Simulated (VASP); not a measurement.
# LiNbO3 (R-3c) in VASP: notebook, part 2 of 2

VASP 6.6.1. The steps go on from the part before.

## 3. Single point, PBE

This run uses another cell than the first one, of 11.23 Å³/atom.

File INCAR:

```
SYSTEM = LiNbO3
PREC = Accurate
ENCUT = 520
EDIFF = 1E-6
ISMEAR = 0
SIGMA = 0.05
LREAL = .False.
LASPH = .True.
NELM = 60
ALGO = Normal
ISIF = 2
LWAVE = .False.
LCHARG = .True.
GGA = PE
LELF = .True.
LVHAR = .True.
NBANDS = 45
```

File KPOINTS:

```
regular mesh
0
Gamma
  6 6 6
  0 0 0
```

File POSCAR:

```
LiNbO3
1.0
    2.6115267350      1.5077656635      4.7517666666
   -2.6115267350      1.5077656635      4.7517666666
    0.0000000000     -3.0155313268      4.7517666667
Li Nb O
2 2 6
Direct
    0.2500000000      0.2500000000      0.2500000000
    0.7500000000      0.7500000000      0.7500000000
    0.0000000000      0.0000000000      0.0000000000
    0.5000000000      0.5000000000      0.5000000000
    0.1303353734      0.3696646266      0.7500000000
    0.7500000000      0.1303353734      0.3696646266
    0.3696646266      0.7500000000      0.1303353734
    0.8696646266      0.6303353734      0.2500000000
    0.2500000000      0.8696646266      0.6303353734
    0.6303353734      0.2500000000      0.8696646266
```

Potentials or basis: VASP PAW PBE potentials, release 64 (Li_sv, Nb_sv, O).

Run with:

```bash
$ cat potpaw_PBE.64/Li_sv/POTCAR potpaw_PBE.64/Nb_sv/POTCAR potpaw_PBE.64/O/POTCAR > POTCAR
$ mpirun -np 1 vasp_std > vasp.out
```

OUTCAR:

```text
SYSTEM = LiNbO3
   PREC = Accurate
   ENCUT = 520
   EDIFF = 1E-6
   ISMEAR = 0
   LREAL = .False.
   LASPH = .True.
   NELM = 60
   ISIF = 2
   GGA = PE

 ion  position               nearest neighbor table
   1  0.250  0.250  0.250-   9 1.99  10 1.99   8 1.99
   2  0.750  0.750  0.750-   6 1.99   7 1.99   5 1.99
   3  0.000  0.000  0.000-   5 2.02   8 2.02   6 2.02   9 2.02   7 2.02  10 2.02
   4  0.500  0.500  0.500-   5 2.02   8 2.02   7 2.02  10 2.02   9 2.02   6 2.02
   5  0.130  0.370  0.750-   2 1.99   3 2.02   4 2.02
   6  0.750  0.130  0.370-   2 1.99   3 2.02   4 2.02
   7  0.370  0.750  0.130-   2 1.99   4 2.02   3 2.02
   8  0.870  0.630  0.250-   1 1.99   3 2.02   4 2.02
   9  0.250  0.870  0.630-   1 1.99   3 2.02   4 2.02
  10  0.630  0.250  0.870-   1 1.99   4 2.02   3 2.02

  LATTYP: Found a trigonal (rhomboedric) cell.
 ALAT       =     5.6278517782
 COS(alpha) =     0.5693408822

  Lattice vectors:

 A1 = (   2.6115267350,   1.5077656635,   4.7517666666)
 A2 = (  -2.6115267350,   1.5077656635,   4.7517666666)
[... 198 lines left out ...]
 cond. band min:       5.5984864447   @ k =   0.5000   0.5000   0.0000
 fundamental gap:      2.3405922096
 Fermi energy:         3.5257640902

 k-point     1 :       0.0000    0.0000    0.0000
  band No.  band energies     occupation
      1     -51.4567      2.00000
      2     -51.4453      2.00000
      3     -39.6772      2.00000
      4     -39.6757      2.00000
      5     -27.6061      2.00000
      6     -27.6061      2.00000
[... 1141 lines left out ...]
     44      12.6676      0.00000
     45      13.0729      0.00000

 [... further k-points ...]
[... 5 lines left out ...]
  --------------------------------------------------------------------------------------
  -------------------------------------------------------------------------------------
  Total       -3.2973468     -3.2973468     -6.8592468     -0.0000000     -0.0000000     -0.0000000
  in kB      -47.0587654    -47.0587654    -97.8931554     -0.0000000     -0.0000000     -0.0000000
  external PRESSURE =     -64.0035621 kB  Pullay stress =       0.0000000 kB

 VOLUME and BASIS-vectors are now :
 -----------------------------------------------------------------------------
  energy-cutoff  :      520.00
  volume of cell :      112.26
      direct lattice vectors                 reciprocal lattice vectors
     2.611526735  1.507765664  4.751766667     0.191458886  0.110538839  0.070149348
    -2.611526735  1.507765664  4.751766667    -0.191458886  0.110538839  0.070149348
     0.000000000 -3.015531327  4.751766667     0.000000000 -0.221077679  0.070149348

 POSITION                                       TOTAL-FORCE (eV/Angst)
 -----------------------------------------------------------------------------------
      0.00000      0.00000      3.56382        -0.000000      0.000000     -0.000000
      0.00000      0.00000     10.69147        -0.000000      0.000000     -0.000000
      0.00000      0.00000      0.00000        -0.000000      0.000000     -0.000000
      0.00000      0.00000      7.12765        -0.000000      0.000000     -0.000000
     -0.62501     -1.50777      5.93971         0.197023      0.000000      0.000000
      1.61827      0.21260      5.93971        -0.098512      0.170627     -0.000000
     -0.99326      1.29516      5.93971        -0.098512     -0.170627      0.000000
      0.62501      1.50777      8.31559        -0.197023      0.000000      0.000000
     -1.61827     -0.21260      8.31559         0.098512     -0.170627      0.000000
      0.99326     -1.29516      8.31559         0.098512      0.170627     -0.000000
 -----------------------------------------------------------------------------------
    total drift:                               -0.000000     -0.000000     -0.000000

  FREE ENERGIE OF THE ION-ELECTRON SYSTEM (eV)
  ---------------------------------------------------
  free  energy   TOTEN  =       -79.6347870770 eV

  energy  without entropy=      -79.6347870770  energy(sigma->0) =      -79.63478708
```

OSZICAR:

```text
N       E                     dE             d eps       ncg     rms          rms(c)
DAV:   1     0.717835757402E+03    0.71784E+03   -0.36529E+04  2880   0.158E+03
DAV:   2    -0.320830979298E+02   -0.74992E+03   -0.72431E+03  3783   0.537E+02
DAV:   3    -0.932274667644E+02   -0.61144E+02   -0.60647E+02  4232   0.142E+02
DAV:   4    -0.984745219171E+02   -0.52471E+01   -0.52283E+01  5176   0.383E+01
DAV:   5    -0.987435135202E+02   -0.26899E+00   -0.26889E+00  4334   0.608E+00    0.264E+01
DAV:   6    -0.797789215121E+02    0.18965E+02   -0.87383E+01  4056   0.523E+01    0.954E+00
DAV:   7    -0.796409768426E+02    0.13794E+00   -0.85143E+00  4592   0.157E+01    0.500E+00
DAV:   8    -0.796385416449E+02    0.24352E-02   -0.10153E+00  4656   0.668E+00    0.201E+00
DAV:   9    -0.796315666187E+02    0.69750E-02   -0.18633E-01  3976   0.320E+00    0.111E+00
DAV:  10    -0.796357834170E+02   -0.42168E-02   -0.55156E-02  4000   0.179E+00    0.271E-01
DAV:  11    -0.796346447890E+02    0.11386E-02   -0.56657E-03  4099   0.569E-01    0.429E-02
DAV:  12    -0.796348115303E+02   -0.16674E-03   -0.54046E-04  4544   0.151E-01    0.380E-02
DAV:  13    -0.796347857122E+02    0.25818E-04   -0.14924E-04  4821   0.772E-02    0.158E-02
DAV:  14    -0.796347884847E+02   -0.27725E-05   -0.99345E-06  3896   0.258E-02    0.628E-03
DAV:  15    -0.796347870965E+02    0.13882E-05   -0.29792E-06  2809   0.138E-02    0.181E-03
DAV:  16    -0.796347870770E+02    0.19530E-07   -0.54876E-07  1910   0.553E-03
   1 F= -.79634787E+02 E0= -.79634787E+02  d E =-.268598E-15
```

It took 3.3 min on 1 thread of Intel Xeon Platinum 8488C (Sapphire Rapids), shared host; peak memory 0.32 GiB.

What came out:

- Free energy: -79.6348 eV
- Largest force: 0.197 eV/Å
- Band gap on the k mesh: 2.34 eV (least direct gap 2.52 eV)

Forces on the atoms (eV/Å):
```
Li   0.000  0.000  0.000
Li   0.000  0.000  0.000
Nb   0.000  0.000  0.000
Nb   0.000  0.000  0.000
O    0.197  0.000  0.000
O   -0.099  0.171  0.000
O   -0.099 -0.171  0.000
O   -0.197  0.000  0.000
O    0.099 -0.171  0.000
O    0.099  0.171  0.000
```

Levels at points of the mesh, in eV from the valence-band top:
| k point | band 32 | band 33 | band 34 | band 35 | band 36 | band 37 |
| --- | --- | --- | --- | --- | --- | --- |
| (0.00, 0.00, 0.00) | -0.17 | -0.14 | -0.14 | 2.38 | 2.38 | 2.65 |
| (0.50, 0.00, 0.00) | -0.31 | -0.23 | -0.23 | 3.84 | 3.84 | 3.89 |
| (0.50, 0.50, 0.00) | -0.41 | -0.38 | -0.23 | 2.34 | 3.39 | 3.72 |
| (0.50, 0.50, 0.50) | -0.24 | -0.24 | -0.24 | 4.05 | 4.05 | 4.15 |

Caveat: the cutoff is under 1.25 times the usual one of these potentials, so pressure, stress and relaxed cells hold a basis-set (Pulay) error. A k mesh can miss the band edges.

## 4. Single point, PBE

This run uses another cell than the first one, of 11.70 Å³/atom.

File INCAR:

```
  PREC = Accurate
  ENCUT = 520
  EDIFF = 1E-6
  ISMEAR = 0
  SIGMA = 0.05
  LREAL = F
  LASPH = T
  NELM = 100
  ALGO = Normal
  ISIF = 2
  LWAVE = F
  LCHARG = F
  GGA = PE
  NBANDS = 45
```

File KPOINTS:

```
Automatic mesh
0
Gamma
  6 6 6
```

POSCAR: that of step 3 with these lines changed.

```diff
@@ -2,5 +2,5 @@
 1.0
-    2.6115267350      1.5077656635      4.7517666666
-   -2.6115267350      1.5077656635      4.7517666666
-    0.0000000000     -3.0155313268      4.7517666667
+    2.7334000000      1.5781292259      4.5218333333
+   -2.7334000000      1.5781292259      4.5218333333
+    0.0000000000     -3.1562584515      4.5218333334
 Li Nb O
```

Run with:

```bash
$ cat potpaw_PBE.64/Li_sv/POTCAR potpaw_PBE.64/Nb_sv/POTCAR potpaw_PBE.64/O/POTCAR > POTCAR
$ mpirun -np 1 vasp_std > vasp.out
```

Wall time 2.7 min (1 thread of AMD EPYC 9R45 (Zen 5), shared host); peak memory 0.3 GiB.

It converged, with:

```
Free energy            : -79.2074 eV
Largest force          : 0.613 eV/Å
Band gap on the k mesh : 2.20 eV (least direct gap 2.21 eV)
```

Forces in eV/Å, atoms in the order of the input:
```
Li   0.000  0.000  0.000
Li   0.000  0.000  0.000
Nb   0.000  0.000  0.000
Nb   0.000  0.000  0.000
O    0.613  0.000  0.000
O   -0.306  0.531  0.000
O   -0.306 -0.531  0.000
O   -0.613  0.000  0.000
O    0.306 -0.531  0.000
O    0.306  0.531  0.000
```

Levels at points of the mesh, in eV from the valence-band top:
| k point | band 31 | band 32 | band 33 | band 34 | band 35 | band 36 | band 37 | band 38 |
| --- | --- | --- | --- | --- | --- | --- | --- | --- |
| (0.00, 0.00, 0.00) | -0.31 | -0.26 | -0.26 | 0.00 | 2.21 | 2.28 | 2.28 | 4.05 |
| (0.50, 0.00, 0.00) | -0.23 | -0.23 | -0.22 | -0.22 | 3.67 | 3.67 | 3.68 | 3.68 |
| (0.50, 0.50, 0.00) | -1.07 | -0.52 | -0.33 | -0.18 | 2.20 | 3.11 | 3.41 | 3.90 |
| (0.50, 0.50, 0.50) | -0.40 | -0.40 | -0.40 | -0.40 | 3.48 | 3.48 | 3.90 | 3.90 |

Caveat: the cutoff is under 1.25 times the usual one of these potentials, so pressure, stress and relaxed cells hold a basis-set (Pulay) error. A k mesh can miss the band edges.

## 5. Single point, PBE

This run uses another cell than the first one, of 11.76 Å³/atom.

File INCAR:

```
PREC     = Accurate       # precision mode
ENCUT    = 520            # plane-wave cutoff, eV
EDIFF    = 1E-6           # SCF threshold, eV
ISMEAR   = 0              # smearing method
SIGMA    = 0.05           # smearing width, eV
LREAL    = F              # projectors in reciprocal space
LASPH    = T              # aspherical terms in the spheres
NELM     = 80             # most SCF steps
ALGO     = Normal         # electronic algorithm
ISIF     = 2              # what is computed and relaxed
LWAVE    = F              # write WAVECAR
LCHARG   = T              # write CHGCAR
GGA      = PE             # functional
LELF     = T              # ELF
LVHAR    = T            
NBANDS   = 45             # bands
```

KPOINTS is that of step 4.

POSCAR: that of step 4 with these lines changed.

```diff
@@ -2,5 +2,5 @@
 1.0
-    2.7334000000      1.5781292259      4.5218333333
-   -2.7334000000      1.5781292259      4.5218333333
-    0.0000000000     -3.1562584515      4.5218333334
+    2.6724500000      1.5429397270      4.7517666666
+   -2.6724500000      1.5429397270      4.7517666666
+    0.0000000000     -3.0858794537      4.7517666667
 Li Nb O
```

Run with:

```bash
$ cat potpaw_PBE.64/Li_sv/POTCAR potpaw_PBE.64/Nb_sv/POTCAR potpaw_PBE.64/O/POTCAR > POTCAR
$ mpirun -np 1 vasp_std > vasp.out
```

It took 2.9 min on 1 thread of AMD EPYC 9R45 (Zen 5), shared host; peak memory 0.3 GiB.

Results (log left out):

```yaml
Free_energy: -79.3347 eV
Largest_force: 0.504 eV/Å
Band_gap_on_the_k_mesh: 2.22 eV (least direct gap 2.37 eV)
```

Forces on the atoms (eV/Å):
```
Li   0.000  0.000  0.000
Li   0.000  0.000  0.000
Nb   0.000  0.000  0.000
Nb   0.000  0.000  0.000
O    0.504  0.000  0.000
O   -0.252  0.437  0.000
O   -0.252 -0.437  0.000
O   -0.504  0.000  0.000
O    0.252 -0.437  0.000
O    0.252  0.437  0.000
```

Levels at points of the mesh, in eV from the valence-band top:
```csv
k point,band 31,band 32,band 33,band 34,band 35,band 36,band 37,band 38
"(0.00, 0.00, 0.00)",-0.21,-0.16,-0.16,-0.11,2.26,2.26,2.45,4.06
"(0.50, 0.00, 0.00)",-0.25,-0.25,-0.21,-0.21,3.65,3.65,3.68,3.68
"(0.50, 0.50, 0.00)",-1.04,-0.39,-0.33,-0.23,2.22,3.18,3.48,3.84
"(0.50, 0.50, 0.50)",-0.25,-0.25,-0.25,-0.25,3.75,3.75,3.91,3.91
```

Caveat: the cutoff is under 1.25 times the usual one of these potentials, so pressure, stress and relaxed cells hold a basis-set (Pulay) error. Expect the measured gap to be larger: semilocal functionals such as PBE lack the derivative discontinuity.

## 6. Single point, PBE

This run uses another cell than the first one, of 11.82 Å³/atom.

File INCAR:

```
SYSTEM = LiNbO3
PREC = Accurate
ENCUT = 520
EDIFF = 1E-6
ISMEAR = 0
SIGMA = 0.05
LREAL = .False.
LASPH = .True.
NELM = 80
ALGO = Normal
ISIF = 2
LWAVE = .False.
LCHARG = .True.
GGA = PE
LELF = .True.
LVHAR = .True.
NBANDS = 45
```

File KPOINTS:

```
Automatic mesh
0
Gamma
  6 6 6
  0 0 0
```

POSCAR: that of step 5 with these lines changed.

```diff
@@ -2,5 +2,5 @@
 1.0
-    2.6724500000      1.5429397270      4.7517666666
-   -2.6724500000      1.5429397270      4.7517666666
-    0.0000000000     -3.0858794537      4.7517666667
+    2.7943500000      1.6133187248      4.3685666666
+   -2.7943500000      1.6133187248      4.3685666666
+    0.0000000000     -3.2266374494      4.3685666667
 Li Nb O
```

Potentials or basis: VASP PAW PBE potentials, release 64 (Li_sv, Nb_sv, O).

Run with:

```bash
$ cat potpaw_PBE.64/Li_sv/POTCAR potpaw_PBE.64/Nb_sv/POTCAR potpaw_PBE.64/O/POTCAR > POTCAR
$ mpirun -np 1 vasp_std > vasp.out
```

Wall time 2.3 min (1 thread of AMD EPYC 9R45 (Zen 5), shared host); peak memory 0.28 GiB.

It converged, with:

```
Free energy            : -78.6922 eV
Largest force          : 0.788 eV/Å
Band gap on the k mesh : 1.87 eV
```

Forces in eV/Å, atoms in the order of the input:
```
Li   0.000  0.000  0.000
Li   0.000  0.000  0.000
Nb   0.000  0.000  0.000
Nb   0.000  0.000  0.000
O    0.788  0.000  0.000
O   -0.394  0.682  0.000
O   -0.394 -0.682  0.000
O   -0.788  0.000  0.000
O    0.394 -0.682  0.000
O    0.394  0.682  0.000
```

Levels at points of the mesh, in eV from the valence-band top:
| k point | band 31 | band 32 | band 33 | band 34 | band 35 | band 36 | band 37 | band 38 |
| --- | --- | --- | --- | --- | --- | --- | --- | --- |
| (0.00, 0.00, 0.00) | -0.43 | -0.25 | -0.25 | 0.00 | 1.87 | 2.14 | 2.14 | 3.86 |
| (0.50, 0.00, 0.00) | -0.27 | -0.27 | -0.25 | -0.25 | 3.42 | 3.42 | 3.51 | 3.51 |
| (0.50, 0.50, 0.00) | -1.12 | -0.67 | -0.45 | -0.14 | 2.01 | 2.88 | 3.18 | 3.75 |
| (0.50, 0.50, 0.50) | -0.55 | -0.55 | -0.55 | -0.55 | 3.10 | 3.10 | 3.69 | 3.69 |

Caveat: the cutoff is under 1.25 times the usual one of these potentials, so pressure, stress and relaxed cells hold a basis-set (Pulay) error. A k mesh can miss the band edges.

## 7. Overview

```tsv
cell	gap on the mesh (eV)	largest force (eV/Å)
a = 5.474 Å, angles 58.4°, 10 atoms	2.39	0.29
a = 5.628 Å, angles 55.3°, 10 atoms	2.34	0.20
a = 5.514 Å, angles 59.4°, 10 atoms	2.20	0.61
a = 5.666 Å, angles 56.3°, 10 atoms	2.22	0.50
a = 5.431 Å, angles 61.9°, 10 atoms	1.87	0.79
```

Alike in all rows: task single point; level PBE; potentials or basis VASP PAW PBE potentials, release 64 (Li_sv, Nb_sv, O); no spin polarisation; k mesh 6 × 6 × 6; cutoff (eV) 520; smearing gaussian 0.05 eV.

Caveats: the cutoff is under 1.25 times the usual one of these potentials, so pressure, stress and relaxed cells hold a basis-set (Pulay) error.

Absolute energies hang on the potentials; compare differences alone.
